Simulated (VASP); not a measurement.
Here is a VASP 6.6.1 calculation.

The input INCAR:

```
PREC = Accurate ; ENCUT = 520
EDIFF = 1E-7 ; ISMEAR = 0
SIGMA = 0.05 ; LREAL = Auto
LASPH = True ; NELM = 100
ALGO = Normal ; ISIF = 2
LWAVE = False ; LCHARG = True
GGA = PS ; LELF = True
LVHAR = True ; NELECT = 264.0
NBANDS = 168
```

KPOINTS

```
regular mesh
0
Gamma
  1 1 1
```

The input POSCAR:

```
Si62Ge
1.0
   10.8600000000      0.0000000000      0.0000000000
    0.0000000000     10.8600000000      0.0000000000
    0.0000000000      0.0000000000     10.8600000000
Si Ge
62 1
Direct
    0.4861008287      0.0024220074     -0.0129136280
    0.6176761510      0.1214999079      0.1173200737
    0.7547645488      0.2464835175      0.0042639963
    0.8783904236      0.3739638122      0.1276222836
    0.7429107735     -0.0022112339      0.2458956722
    0.8691874770      0.1248252302      0.3676869245
    0.0010502762     -0.0024021179     -0.0008048803
    0.1259147330      0.1252196133      0.1237918969
    0.2528095764      0.2519260589      0.0018681400
    0.3747597606      0.3781338858      0.1276176796
    0.4982714549      0.5022773481     -0.0006545120
    0.6251361878      0.6248395948      0.1249263352
    0.7492965930      0.7506832413      0.0001833333
    0.8742455801      0.8756984346      0.1246128913
    0.2513052486      0.0021675875      0.2499477901
    0.3791688766      0.1266641805      0.3720445672
    0.5023753223      0.2537781768      0.2468007366
    0.6272825046      0.3753860958      0.3766372928
    0.7510651934      0.5002072744      0.2503690608
    0.8785098527      0.6228569061      0.3747525783
    0.4992518416      0.0004678637      0.4985776243
    0.6253402394      0.1250313996      0.6247406077
    0.7520625230      0.2490919890      0.5015819521
    0.8795074586      0.3695636280      0.6281199816
    0.7498282689     -0.0003359116      0.7500944751
    0.8775087477      0.1228029466      0.8729889503
   -0.0045005525      0.4996065378     -0.0041522099
    0.1238399632      0.6180574586      0.1273096685
    0.2482401473      0.7474206262      0.0032268877
    0.3736679558      0.8761433702      0.1226502762
    0.0041200737      0.2495834254      0.2542147330
    0.1314119705      0.3568463168      0.3946267956
    0.2456104972      0.4916379374      0.2597564457
    0.3710065378      0.6286151013      0.3715046041
    0.4999233886      0.7525512891      0.2489131676
    0.6279576427      0.8704261510      0.3791163904
   -0.0123418969     -0.0026598527      0.4911174033
    0.2627010129      0.2271866483      0.5250383978
    0.3805739411      0.3767070902      0.6255684162
    0.4962864641      0.5041955801      0.4944260589
    0.6209058932      0.6254130755      0.6238682320
    0.7540557090      0.7456025783      0.5040726519
    0.8763686924      0.8751904236      0.6256592081
    0.3665839779      0.1357102210      0.8585233886
    0.5070862799      0.2564863720      0.7512545120
    0.6318346225      0.3749398711      0.8818906998
    0.7497066298      0.5003465009      0.7511153775
    0.8744546961      0.6290677716      0.8701539595
    0.0006759669      0.7511816759      0.2499660221
    0.1254453039      0.8774015654      0.3757875691
    0.0016595764      0.4955121547      0.5019887661
    0.1253257827      0.6254555249      0.6249489871
    0.2493050645      0.7533525783      0.5022175875
    0.3634461326      0.8898290976      0.6238672192
    0.0072955801      0.2425465930      0.7510819521
    0.1285259669      0.3726933702      0.8740956722
    0.2516917127      0.5004943831      0.7487934622
    0.3739083794      0.6280494475      0.8731015654
    0.4921921731      0.7585440147      0.7476110497
    0.6224833333      0.8755758748      0.8746163904
    0.0046790976      0.7542245856      0.7518909761
    0.1318914365      0.8795575506      0.8730588398
    0.2176180479      0.0607149171      0.7009304788
```

Potentials or basis: VASP PAW PBE potentials, release 64 (Si, Ge_d).

The run is started by

```console
$ cat potpaw_PBE.64/Si/POTCAR potpaw_PBE.64/Ge_d/POTCAR > POTCAR
$ mpirun -np 1 vasp_gam > vasp.out
```

(1) Predict the largest force.

Results:

(1) 0.073 eV/Å.

Caveat: the k points lie up to 0.58 Å⁻¹ apart; the cell carries a net charge on a neutralising background, which shifts energy and pressure; the PAW data sets were made with another functional, which shifts forces and pressure a little.
